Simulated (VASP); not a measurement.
# TePb in VASP: settings compared

TePb is run at these levels: PBE, r2SCAN; tasks: single point.

Everything below comes from runs of VASP 6.6.1. Logs are shortened: lines on timing, memory, paths and dates and some standing lists are left out, and cuts for length are marked.

## 1. The cell of the first run

The structure is cubic, space group Fm-3m (No. 225). The conventional cell has a = 6.536 Å, b = 6.536 Å, c = 6.536 Å, α = 90.00°, β = 90.00°, γ = 90.00°. Within 4.3 Å of Pb (site symmetry m-3m) lie 6 Te at 3.27 Å. Within 4.3 Å of Te (site symmetry m-3m) lie 6 Pb at 3.27 Å.

## 2. Single point, PBE

INCAR

```
SYSTEM = TePb
PREC = Accurate
ENCUT = 520
EDIFF = 1E-7
ISMEAR = 0
SIGMA = 0.01
LREAL = .FALSE.
LASPH = .TRUE.
NELM = 60
ALGO = Normal
ISIF = 2
LWAVE = .FALSE.
LCHARG = .FALSE.
GGA = PE
NBANDS = 17
```

KPOINTS

```
Automatic mesh
0
G
  4 4 4
  0 0 0
```

POSCAR

```
TePb
1.0
    0.0000000000      3.2678368488      3.2678368488
    3.2678368488      0.0000000000      3.2678368488
    3.2678368488      3.2678368488      0.0000000000
Pb Te
1 1
Direct
    0.0000000000      0.0000000000      0.0000000000
    0.5000000000      0.5000000000      0.5000000000
```

Potentials or basis: VASP PAW PBE potentials, release 64 (Pb_d, Te).

Started as:

```sh
cat potpaw_PBE.64/Pb_d/POTCAR potpaw_PBE.64/Te/POTCAR > POTCAR
mpirun -np 1 vasp_std > vasp.out
```

OUTCAR:

```text
SYSTEM = TePb
   PREC = Accurate
   ENCUT = 520
   EDIFF = 1E-7
   ISMEAR = 0
   LREAL = .FALSE.
   LASPH = .TRUE.
   NELM = 60
   ISIF = 2
   GGA = PE

 ion  position               nearest neighbor table
   1  0.000  0.000  0.000-   2 3.27   2 3.27   2 3.27   2 3.27   2 3.27   2 3.27
   2  0.500  0.500  0.500-   1 3.27   1 3.27   1 3.27   1 3.27   1 3.27   1 3.27

  LATTYP: Found a face centered cubic cell.
 ALAT       =     6.5356736976

  Lattice vectors:

 A1 = (   0.0000000000,   3.2678368488,   3.2678368488)
 A2 = (   3.2678368488,   0.0000000000,   3.2678368488)
 A3 = (   3.2678368488,   3.2678368488,   0.0000000000)

Analysis of symmetry for initial positions (statically):
=====================================================================
 Subroutine PRICEL returns:
 Original cell was already a primitive cell.

 Routine SETGRP: Setting up the symmetry group for a
 face centered cubic supercell.

 Subroutine GETGRP returns: Found 48 space group operations
 (whereof 48 operations were pure point group operations)
 out of a pool of 48 trial point group operations.

The static configuration has the point symmetry O_h .

Analysis of symmetry for dynamics (positions and initial velocities):
=====================================================================
 Subroutine PRICEL returns:
 Original cell was already a primitive cell.

 Routine SETGRP: Setting up the symmetry group for a
 face centered cubic supercell.

 Subroutine GETGRP returns: Found 48 space group operations
 (whereof 48 operations were pure point group operations)
 out of a pool of 48 trial point group operations.

The dynamic configuration has the point symmetry O_h .

 Subroutine INISYM returns: Found 48 space group operations
 (whereof 48 operations are pure point group operations),
 and found     1 'primitive' translations

----------------------------------------------------------------------------------------

                                     Primitive cell

  volume of cell :      69.7929

  direct lattice vectors                    reciprocal lattice vectors
     0.000000000  3.267836849  3.267836849    -0.153006415  0.153006415  0.153006415
     3.267836849  0.000000000  3.267836849     0.153006415 -0.153006415  0.153006415
     3.267836849  3.267836849  0.000000000     0.153006415  0.153006415 -0.153006415

  length of vectors
     4.621419191  4.621419191  4.621419191     0.265014884  0.265014884  0.265014884

  position of ions in fractional coordinates (direct lattice)
     0.000000000  0.000000000  0.000000000
     0.500000000  0.500000000  0.500000000

  ion indices of the primitive-cell ions
   primitive index   ion index
                 1           1
                 2           2

----------------------------------------------------------------------------------------

 KPOINTS: Automatic mesh

Automatic generation of k-mesh.
 Grid dimensions read from file:
 generate k-points for:    4    4    4

 Generating k-lattice:

  Cartesian coordinates                     Fractional coordinates (reciprocal lattice)
    -0.038251604  0.038251604  0.038251604     0.250000000  0.000000000  0.000000000
     0.038251604 -0.038251604  0.038251604     0.000000000  0.250000000  0.000000000
     0.038251604  0.038251604 -0.038251604     0.000000000  0.000000000  0.250000000

  Length of vectors
     0.066253721  0.066253721  0.066253721

  Shift w.r.t. Gamma in fractional coordinates (k-lattice)
     0.000000000  0.000000000  0.000000000

 Subroutine IBZKPT returns following result:
 ===========================================

 Found      8 irreducible k-points:

 Following reciprocal coordinates:
            Coordinates               Weight
  0.000000  0.000000  0.000000      1.000000
  0.250000  0.000000  0.000000      8.000000
  0.500000  0.000000  0.000000      4.000000
  0.250000  0.250000  0.000000      6.000000
  0.500000  0.250000  0.000000     24.000000
 -0.250000  0.250000  0.000000     12.000000
  0.500000  0.500000  0.000000      3.000000
 -0.250000  0.500000  0.250000      6.000000
   k-points           NKPTS =      8   k-points in BZ     NKDIM =      8   number of bands    NBANDS=     17
   number of dos      NEDOS =    301   number of ions     NIONS =      2
   total plane-waves  NPLWV =  46656
   dimension x,y,z NGX =    36 NGY =   36 NGZ =   36
   dimension x,y,z NGXF=    72 NGYF=   72 NGZF=   72
   ions per type =               1   1
   NGX,Y,Z   is equivalent  to a cutoff of  12.95, 12.95, 12.95 a.u.
   NGXF,Y,Z  is equivalent  to a cutoff of  25.90, 25.90, 25.90 a.u.
 SYSTEM =  TePb
   PREC   = accura    normal or accurate (medium, high low for compatibility)
   ISTART =      0    job   : 0-new  1-cont  2-samecut
   ICHARG =      2    charge: 1-file 2-atom 10-const
   ISPIN  =      1    spin polarized calculation?
   LNONCOLLINEAR =      F non collinear calculations
   LSORBIT =      F    spin-orbit coupling
   LASPH  =      T    aspherical Exc in radial PAW
   ENCUT  =  520.0 eV  38.22 Ry    6.18 a.u.   8.59  8.59  8.59*2*pi/ulx,y,z
   NELM   =     60;   NELMIN=  2; NELMDL= -5     # of ELM steps
   EDIFF  = 0.1E-06   stopping-criterion for ELM
   LREAL  =      F    real-space projection
   EDIFFG = 0.1E-05   stopping-criterion for IOM
   NSW    =      0    number of steps for IOM
   IBRION =     -1    ionic relax: 0-MD 1-quasi-New 2-CG
   NFREE  =      0    steps in history (QN), initial steepest desc. (CG)
   ISIF   =      2    stress and relaxation
   ISYM   =      2    0-nonsym 1-usesym 2-fastsym
   POTIM  = 0.5000    time-step for ionic-motion
   TEBEG  =    0.0;   TEEND  =   0.0 temperature during run
   PSTRESS=    0.0 pullay stress
   NELECT =      20.0000    total number of electrons
   NUPDOWN=      -1.0000    fix difference up-down
   EMIN   =  10.00;   EMAX   =-10.00  energy-range for DOS
   EFERMI =   0.00;   METHOD = LEGACY
   ISMEAR =     0;   SIGMA  =   0.01  broadening in eV -4-tet -1-fermi 0-gaus
   EFERMI_NEDOS =   21; number of points for ismear=-14 and -15
   IALGO  =     38    algorithm
   IMIX   =      4    mixing-type and parameters
     AMIX     =   0.40;   BMIX     =  1.00
     AMIX_MAG =   1.60;   BMIX_MAG =  1.00
  volume/ion in A,a.u.               =      34.90       235.49
  Fermi-wavevector in a.u.,A,eV,Ry     =   1.079314  2.039608 15.849680  1.164919
  Thomas-Fermi vector in A             =   2.215276
   LORBIT       =      0    0 simple, 1 ext, 2 COOP (PROOUT), +10 PAW based schemes
   GGA     = PE    functional components
   LHFCALC =     F    Hartree Fock is set to
   AEXX    =    0.0000 exact exchange contribution
   IVDW    =     0    specifies the selected vdW correction
   LEPSILON=     F    determine dielectric tensor
   LRPA    =     F    only Hartree local field effects (RPA)
 non-spin polarized calculation
 Gauss-broadening in eV      SIGMA  =   0.01
  energy-cutoff  :      520.00
  volume of cell :       69.79
 maximum number of plane-waves:      1893
 NGX is ok and might be reduce to    36
   NGX = 17   NGY = 17   NGZ = 17

 number of electron      20.0000002 magnetization

 Free energy of the ion-electron system (eV)
  ---------------------------------------------------
  ext. energy  EPLUGINS =         0.00000000
  ---------------------------------------------------
  free energy    TOTEN  =        -7.51353101 eV

  energy without entropy =       -7.51353101  energy(sigma->0) =       -7.51353101

 E-fermi :   5.2849     XC(G=0):  -9.1512

 val. band max:        5.1840707485   @ k =   0.5000   0.0000   0.0000
 cond. band min:       5.9868834860   @ k =   0.5000   0.0000   0.0000
 fundamental gap:      0.8028127375
 Fermi energy:         5.2848983665

 k-point     1 :       0.0000    0.0000    0.0000
  band No.  band energies     occupation
      1     -11.4856      2.00000
      2     -11.4856      2.00000
      3     -11.4786      2.00000
      4     -11.4786      2.00000
      5     -11.4786      2.00000
      6      -6.5518      2.00000
[... 9 lines left out ...]
     16      11.0642      0.00000
     17      12.6566      0.00000

 k-point     2 :       0.2500    0.0000    0.0000
  band No.  band energies     occupation
      1     -11.4915      2.00000
      2     -11.4915      2.00000
      3     -11.4773      2.00000
      4     -11.4713      2.00000
      5     -11.4713      2.00000
      6      -6.0584      2.00000
[... 9 lines left out ...]
     16      12.1281      0.00000
     17      15.3363      0.00000

 k-point     3 :       0.5000    0.0000    0.0000
  band No.  band energies     occupation
      1     -11.4981      2.00000
      2     -11.4981      2.00000
      3     -11.4762      2.00000
      4     -11.4634      2.00000
      5     -11.4634      2.00000
      6      -5.2037      2.00000
[... 9 lines left out ...]
     16      14.4429      0.00000
     17      14.4429      0.00000

 k-point     4 :       0.2500    0.2500    0.0000
  band No.  band energies     occupation
      1     -11.5068      2.00000
      2     -11.4827      2.00000
      3     -11.4807      2.00000
      4     -11.4677      2.00000
      5     -11.4677      2.00000
      6      -5.9066      2.00000
[... 9 lines left out ...]
     16      13.6161      0.00000
     17      13.6177      0.00000

 k-point     5 :       0.5000    0.2500    0.0000
  band No.  band energies     occupation
      1     -11.5164      2.00000
      2     -11.4863      2.00000
      3     -11.4785      2.00000
      4     -11.4641      2.00000
      5     -11.4605      2.00000
      6      -5.1185      2.00000
[... 9 lines left out ...]
     16      14.8565      0.00000
     17      15.5961      0.00000

 k-point     6 :      -0.2500    0.2500    0.0000
  band No.  band energies     occupation
      1     -11.5015      2.00000
      2     -11.4943      2.00000
      3     -11.4727      2.00000
      4     -11.4678      2.00000
      5     -11.4669      2.00000
      6      -5.3730      2.00000
[... 9 lines left out ...]
     16      13.7492      0.00000
     17      14.5320      0.00000

 k-point     7 :       0.5000    0.5000    0.0000
  band No.  band energies     occupation
      1     -11.5369      2.00000
      2     -11.4870      2.00000
      3     -11.4759      2.00000
      4     -11.4561      2.00000
      5     -11.4561      2.00000
      6      -4.9889      2.00000
[... 9 lines left out ...]
     16      15.9075      0.00000
     17      16.1647      0.00000

 k-point     8 :      -0.2500    0.5000    0.2500
  band No.  band energies     occupation
      1     -11.5217      2.00000
      2     -11.4866      2.00000
      3     -11.4720      2.00000
      4     -11.4720      2.00000
      5     -11.4561      2.00000
      6      -4.8411      2.00000
[... 9 lines left out ...]
     16      16.0914      0.00000
     17      16.1542      0.00000

------------------------ aborting loop because EDIFF is reached ----------------------------------------

  FORCE on cell =-STRESS in cart. coord.  units (eV):
  Direction    XX          YY          ZZ          XY          YZ          ZX
  --------------------------------------------------------------------------------------
  -------------------------------------------------------------------------------------
  Total        0.2522056      0.2522056      0.2522056     -0.0000000     -0.0000000      0.0000000
  in kB        5.7896760      5.7896760      5.7896760     -0.0000000     -0.0000000      0.0000000
  external PRESSURE =       5.7896760 kB  Pullay stress =       0.0000000 kB

 VOLUME and BASIS-vectors are now :
 -----------------------------------------------------------------------------
  energy-cutoff  :      520.00
  volume of cell :       69.79
      direct lattice vectors                 reciprocal lattice vectors
     0.000000000  3.267836849  3.267836849    -0.153006415  0.153006415  0.153006415
     3.267836849  0.000000000  3.267836849     0.153006415 -0.153006415  0.153006415
     3.267836849  3.267836849  0.000000000     0.153006415  0.153006415 -0.153006415

 POSITION                                       TOTAL-FORCE (eV/Angst)
 -----------------------------------------------------------------------------------
      0.00000      0.00000      0.00000         0.000000      0.000000      0.000000
      3.26784      3.26784      3.26784         0.000000      0.000000     -0.000000
 -----------------------------------------------------------------------------------
    total drift:                               -0.000000      0.000000      0.000000

  FREE ENERGIE OF THE ION-ELECTRON SYSTEM (eV)
  ---------------------------------------------------
  free  energy   TOTEN  =        -7.5135310096 eV

  energy  without entropy=       -7.5135310096  energy(sigma->0) =       -7.51353101
```

Run time: 12 s. Hardware: 1 thread of Intel Xeon Platinum 8259CL at 2.50GHz (Skylake/Cascade Lake), shared host; peak memory 0.2 GiB.

What came out:

```
Free energy            : -7.5135 eV
Pressure               : 0.6 GPa
Band gap on the k mesh : 0.80 eV, direct
```

Caveat: spin-orbit coupling is left out, which moves the levels of the heavy elements. A k mesh can miss the band edges.

[end of part 1 of 2]
